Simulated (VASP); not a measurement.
Here is a VASP 6.6.1 calculation.

File INCAR:

```
SYSTEM = AlN
PREC = Accurate
ENCUT = 520
EDIFF = 1E-7
ISMEAR = 0
SIGMA = 0.05
LREAL = .False.
LASPH = .True.
NELM = 80
ALGO = Normal
ISIF = 2
LWAVE = .False.
LCHARG = .False.
GGA = PS
NBANDS = 16
```

File KPOINTS:

```
regular mesh
0
Gamma
  9 9 6
  0 0 0
```

POSCAR

```
AlN
1.0
    3.1582807242      0.0000000000      0.0000000000
   -1.5791403621      2.7351513395      0.0000000000
    0.0000000000      0.0000000000      4.0896577098
Al N
2 2
Direct
    0.3333333333      0.6666666667      0.7500000000
    0.6666666667      0.3333333333      0.2500000000
    0.3333333333      0.6666666667      0.2500000000
    0.6666666667      0.3333333333      0.7500000000
```

Potentials or basis: VASP PAW PBE potentials, release 64 (Al, N).

The run is started by

```bash
$ cat potpaw_PBE.64/Al/POTCAR potpaw_PBE.64/N/POTCAR > POTCAR
$ mpirun -np 1 vasp_std > vasp.out
```

What does it give for the band gap on the k mesh?

4.03 eV, direct.

Estimate the pressure.

28.1 GPa.

Stress tensor (GPa, compression positive):
```
33.35  0.00  0.00
 0.00 33.35  0.00
 0.00  0.00 17.60
```

Caveat: the PAW data sets were made with another functional, which shifts forces and pressure a little. A k mesh can miss the band edges.
